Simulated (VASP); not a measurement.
Write the native input for VASP 6.6.1 that does the following.

```yaml
Task: single point
Functional: HSE06
Potentials_or_basis: VASP PAW PBE potentials, release 64 (Ru_pv)
Cutoff: 520 eV
k_mesh: 6 × 6 × 3
Occupations: fermi-dirac, width 0.05 eV
Spin: no spin polarisation
Dipole_correction: no
Grid_for_exact_exchange_PRECFOCK: Normal
Further_INCAR_settings: ALGO = Normal; EDIFF = 1e-06; NBANDS = 21
Share_of_exact_exchange: 0.25
Screening_parameter: 0.2079 1/Å
```

Ru:

```
Ru
1.0
     2.70580    0.00000    0.00000
    -1.35290    2.34329    0.00000
     0.00000    0.00000    4.28190
Ru
2
Direct
  0.66667 0.33333 0.75000
  0.33333 0.66667 0.25000
```

These files were run (other wordings do the same):

POSCAR

```
Ru
1.0
    2.7058000000      0.0000000000      0.0000000000
   -1.3529000000      2.3432915376      0.0000000000
    0.0000000000      0.0000000000      4.2819000000
Ru
2
Direct
    0.6666666667      0.3333333333      0.7500000000
    0.3333333333      0.6666666667      0.2500000000
```

INCAR.step1

```
PREC = Accurate ; ENCUT = 520
EDIFF = 1E-5 ; ISMEAR = -1
SIGMA = 0.05 ; LREAL = False
LASPH = True ; NELM = 100
ALGO = Normal ; ISIF = 2
LWAVE = True ; LCHARG = False
GGA = PE ; NBANDS = 21
```

INCAR.step2

```
PREC = Accurate ; ENCUT = 520
EDIFF = 1E-6 ; ISMEAR = -1
SIGMA = 0.05 ; LREAL = False
LASPH = True ; NELM = 100
ALGO = Normal ; ISIF = 2
LWAVE = False ; LCHARG = False
GGA = PE ; LHFCALC = True
HFSCREEN = 0.2079 ; PRECFOCK = Normal
ISTART = 1 ; NBANDS = 21
```

KPOINTS

```
Automatic mesh
0
Gamma
  6 6 3
```

Potentials or basis: VASP PAW PBE potentials, release 64 (Ru_pv).

The run is started by

```sh
$ cat potpaw_PBE.64/Ru_pv/POTCAR > POTCAR
$ cp INCAR.step1 INCAR
$ mpirun -np 1 vasp_std > vasp.out
$ cp INCAR.step2 INCAR
$ mpirun -np 1 vasp_std > vasp.out
```

Results of the run:

| Quantity | Value |
| --- | --- |
| Pressure | -8.3 GPa |
| Band gap on the k mesh | zero (bands 14 and 15 overlap by 3.77 eV) |

Caveat: the k points lie up to 0.49 Å⁻¹ apart, too coarse for converged energies and pressures of a metal; the PAW data sets were made with another functional, which shifts forces and pressure a little.

Run time: 14 min on 1 thread of Intel(R) Xeon(R) 6975P-C (Granite Rapids), with other jobs on the host, peak memory 0.25 GiB.
